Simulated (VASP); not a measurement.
**Si23H4O48 (a cell with a defect): single point with r2SCAN**

System: Si23H4O48 (a cell with a defect).

```
Si O H
1.0
     9.83160    0.00000    0.00000
    -4.91580    8.51441    0.00000
     0.00000    0.00000   10.81820
Si O H
23 48 4
Direct
  0.26684 0.00098 0.16347
  0.00285 0.27037 0.33570
  0.23061 0.23541 0.00010
  0.26535 0.99775 0.66365
  0.99321 0.26636 0.83503
  0.23231 0.22851 0.50175
  0.26828 0.50274 0.16721
  0.99978 0.76761 0.33315
  0.23386 0.73303 0.99665
  0.99892 0.76669 0.83271
  0.23443 0.73561 0.49762
  0.76924 0.00430 0.16724
  0.49845 0.26709 0.33264
  0.72664 0.23202 0.00030
  0.76572 0.00123 0.66690
  0.49457 0.26577 0.83203
  0.73277 0.23381 0.49924
  0.76517 0.50083 0.16730
  0.50119 0.77037 0.33205
  0.73508 0.73690 0.00121
  0.76319 0.49956 0.66634
  0.50465 0.76921 0.83163
  0.73275 0.73549 0.49969
  0.06877 0.20662 0.44624
  0.29612 0.36583 0.10991
  0.14021 0.43474 0.27866
  0.20246 0.06990 0.05539
  0.36238 0.29444 0.39136
  0.43070 0.13842 0.22135
  0.06543 0.20987 0.94571
  0.30388 0.35177 0.61665
  0.13567 0.42902 0.77808
  0.19971 0.05743 0.54993
  0.35846 0.29582 0.88797
  0.42848 0.13645 0.72173
  0.06790 0.70632 0.44383
  0.29912 0.86841 0.10315
  0.13683 0.93004 0.27352
  0.20408 0.56985 0.05801
  0.36398 0.79940 0.38658
  0.43429 0.64068 0.22152
  0.06775 0.70498 0.94236
  0.29936 0.86433 0.60902
  0.13503 0.93004 0.77389
  0.20585 0.56995 0.55544
  0.35939 0.78706 0.88338
  0.45745 0.64843 0.71430
  0.56833 0.20467 0.44119
  0.79072 0.36288 0.10970
  0.63447 0.43318 0.27686
  0.70322 0.06912 0.05732
  0.86583 0.29920 0.39139
  0.93374 0.14158 0.22412
  0.56175 0.20462 0.94369
  0.79140 0.36227 0.61097
  0.63035 0.43231 0.77517
  0.70537 0.06909 0.55548
  0.85400 0.29271 0.88822
  0.93076 0.13663 0.72449
  0.56846 0.70787 0.44230
  0.79902 0.86851 0.11014
  0.63944 0.93563 0.27729
  0.70548 0.57144 0.05743
  0.86379 0.79712 0.38999
  0.93059 0.63562 0.22438
  0.56975 0.70901 0.94538
  0.79447 0.86456 0.61073
  0.63681 0.93933 0.77827
  0.70413 0.56993 0.55610
  0.86338 0.79661 0.88968
  0.92852 0.63351 0.72462
  0.45200 0.54184 0.72599
  0.22975 0.35611 0.67555
  0.30280 0.58497 0.59564
  0.11633 0.47967 0.70696
```

```json
{
 "Program": "VASP 6.6.1",
 "Task": "single point",
 "Functional": "r2SCAN",
 "Potentials or basis": "VASP PAW PBE potentials, release 64 (Si, O, H)",
 "Cutoff": "520 eV",
 "k mesh": "1 × 1 × 1",
 "Occupations": "gaussian, width 0.02 eV",
 "Spin": "no spin polarisation",
 "Dipole correction": "no",
 "Further INCAR settings": "LREAL = Auto; ALGO = Normal; EDIFF = 1e-06; NBANDS = 235"
}
```

| Quantity | Value |
| --- | --- |
| Pressure | -2.9 GPa |
| Largest force | 2.469 eV/Å |
| Band gap on the k mesh | 6.36 eV |

Forces in eV/Å, atoms in the order of the input:
```
Si   0.043 -0.004 -0.003
Si  -0.025  0.050 -0.003
Si  -0.042 -0.028  0.008
Si   0.067 -0.038  0.016
Si   0.047  0.017  0.012
Si  -0.011 -0.046 -0.103
Si   0.035  0.004 -0.006
Si  -0.021  0.030 -0.004
Si  -0.003 -0.041 -0.022
Si  -0.013  0.025  0.009
Si  -0.030 -0.019  0.010
Si   0.035 -0.010  0.000
Si  -0.012  0.036 -0.002
Si  -0.006 -0.035  0.006
Si   0.029 -0.008 -0.001
Si  -0.012  0.003  0.018
Si  -0.011 -0.043  0.002
Si   0.036  0.003 -0.002
Si  -0.003  0.030  0.009
Si  -0.044 -0.034 -0.004
Si   0.057  0.016 -0.021
Si  -0.058 -0.017 -0.028
Si  -0.042 -0.034  0.010
O    0.147  0.219 -0.132
O   -0.266 -0.018 -0.150
O    0.135 -0.221 -0.145
O    0.153  0.228  0.137
O    0.114 -0.243  0.149
O   -0.256  0.014  0.145
O    0.116  0.207 -0.153
O   -0.286 -0.258 -0.042
O   -0.288 -0.213 -0.121
O    0.134  0.271  0.184
O    0.133 -0.218  0.129
O   -0.270  0.021  0.137
O    0.131  0.234 -0.149
O   -0.270 -0.030 -0.119
O    0.137 -0.208 -0.137
O    0.153  0.217  0.134
O    0.117 -0.246  0.158
O   -0.263  0.011  0.152
O    0.109  0.232 -0.158
O   -0.289 -0.013 -0.163
O    0.146 -0.210 -0.148
O    0.185  0.387 -0.013
O    0.112 -0.172  0.196
O    1.094 -1.911  0.561
O    0.107  0.237 -0.135
O   -0.265 -0.016 -0.145
O    0.150 -0.221 -0.146
O    0.136  0.229  0.134
O    0.113 -0.245  0.148
O   -0.253  0.011  0.147
O    0.116  0.227 -0.154
O   -0.256 -0.001 -0.145
O    0.123 -0.217 -0.143
O    0.134  0.226  0.149
O    0.141 -0.223  0.151
O   -0.271  0.030  0.147
O    0.122  0.242 -0.154
O   -0.262 -0.018 -0.143
O    0.136 -0.218 -0.152
O    0.147  0.214  0.147
O    0.118 -0.232  0.144
O   -0.269  0.021  0.142
O    0.148  0.230 -0.146
O   -0.262 -0.011 -0.151
O    0.179 -0.217 -0.156
O    0.140  0.201  0.163
O    0.121 -0.232  0.147
O   -0.264  0.016  0.135
H   -1.143  2.165 -0.319
H    0.229  0.046 -0.170
H   -0.218 -0.082 -0.090
H    0.160 -0.102  0.240
```

Stress tensor (GPa, compression positive):
```
-3.12  0.27 -0.09
 0.27 -2.68 -0.11
-0.09 -0.11 -3.00
```

Levels at points of the mesh, in eV from the valence-band top:
| k point | band 188 | band 189 | band 190 | band 191 | band 192 | band 193 | band 194 | band 195 | band 196 | band 197 |
| --- | --- | --- | --- | --- | --- | --- | --- | --- | --- | --- |
| (0.00, 0.00, 0.00) | -0.23 | -0.18 | -0.17 | -0.16 | 0.00 | 6.36 | 8.33 | 8.43 | 8.75 | 8.79 |

It took 23 min on 1 thread of Intel(R) Xeon(R) Platinum 8259CL CPU @ 2.50GHz (Skylake/Cascade Lake), on a shared host, peak memory 1.1 GiB.

Caveat: the k points lie up to 0.74 Å⁻¹ apart; the PAW data sets were made with another functional, which shifts forces and pressure a little.
